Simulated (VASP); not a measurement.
Runs of VASP 6.6.1 on Si2Ni. The structure is that of space group Fm-3m (No. 225), or close to it. The cells are those of the table. 

```tsv
cell	gap on the mesh (eV)	pressure (GPa)
a = 3.938, b = 3.938, c = 3.909 Å, angles 60.2, 60.2, 59.5°, 3 atoms	none	-7.6
a = 3.910, b = 3.910, c = 3.967 Å, angles 59.5, 59.5, 61.0°, 3 atoms	none	-7.6
a = 3.881, b = 3.881, c = 3.794 Å, angles 60.7, 60.7, 58.5°, 3 atoms	none	(a)
a = 3.794, b = 3.794, c = 3.851 Å, angles 59.5, 59.5, 61.0°, 3 atoms	none	4.5
a = 3.880, b = 3.880, c = 3.851 Å, angles 60.2, 60.2, 59.5°, 3 atoms	none	-2.2
```

Alike in all rows: task single point; level PBE; potentials or basis VASP PAW PBE potentials, release 64 (Si, Ni); no spin polarisation; k mesh 16 × 16 × 16; cutoff (eV) 520; smearing gaussian 0.15 eV.

Fill in the values left out.

(a) -0.1.

Caveats: the cell stands under tension (at least some runs); the cell stands under pressure (at least some runs).

A gap of «none» marks levels without a gap at the run's occupations.
